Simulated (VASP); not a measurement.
Write the native input for VASP 6.6.1 that does the following.

```yaml
Task: relaxation of cell and atoms
Functional: LDA
Potentials_or_basis: VASP PAW LDA potentials, release 64 (Rh_pv)
Cutoff: 600 eV
k_mesh: 10 × 10 × 10
Occupations: fermi-dirac, width 0.1 eV
Spin: no spin polarisation
Dipole_correction: no
Further_INCAR_settings: ALGO = Normal; EDIFF = 1e-07; IBRION = 2; EDIFFG = -0.01; NSW = 80; ISIF = 3
```

The structure of Rh lies in POSCAR:

```
Rh
1.0
    0.0000000000      2.6478639740      2.6478639740
    2.6478639740      0.0000000000      2.6478639740
    2.6478639740      2.6478639740      0.0000000000
Rh
2
Direct
    0.1250000000      0.1250000000      0.1250000000
    0.8750000000      0.8750000000      0.8750000000
```

This isn't the form of Rh at room conditions, which is fcc.

The input as run:

INCAR

```
PREC = Accurate ; ENCUT = 600
EDIFF = 1E-7 ; ISMEAR = -1
SIGMA = 0.1 ; LREAL = F
LASPH = T ; NELM = 60
ALGO = Normal ; ISIF = 3
LWAVE = F ; LCHARG = F
GGA = CA ; IBRION = 2
NSW = 80 ; EDIFFG = -0.01
```

KPOINTS

```
regular mesh
0
Gamma
  10 10 10
```

Potentials or basis: VASP PAW LDA potentials, release 64 (Rh_pv).

Run with:

```bash
$ cat potpaw_LDA.64/Rh_pv/POTCAR > POTCAR
$ mpirun -np 1 vasp_std > vasp.out
```

It gave:

| Item | Value |
| --- | --- |
| Relaxed volume | 19.68 Å³/atom |
| Relaxed cell | a = 3.818 Å, b = 3.818 Å, c = 3.818 Å, α = 60.00°, β = 60.00°, γ = 60.00° |
| Space group after relaxing (to 0.1 Å) | Fd-3m (No. 227) |
| Energy gained by relaxing | 35.2 meV/atom |
| Ionic steps | 4 |
| Pressure after relaxing | 0.0 GPa |
| Band gap on the k mesh | zero (bands 15 and 16 overlap by 1.33 eV) |

Wall time 39 s on 1 thread of Intel(R) Xeon(R) 6975P-C (Granite Rapids), with other jobs on the host, peak memory 0.17 GiB.
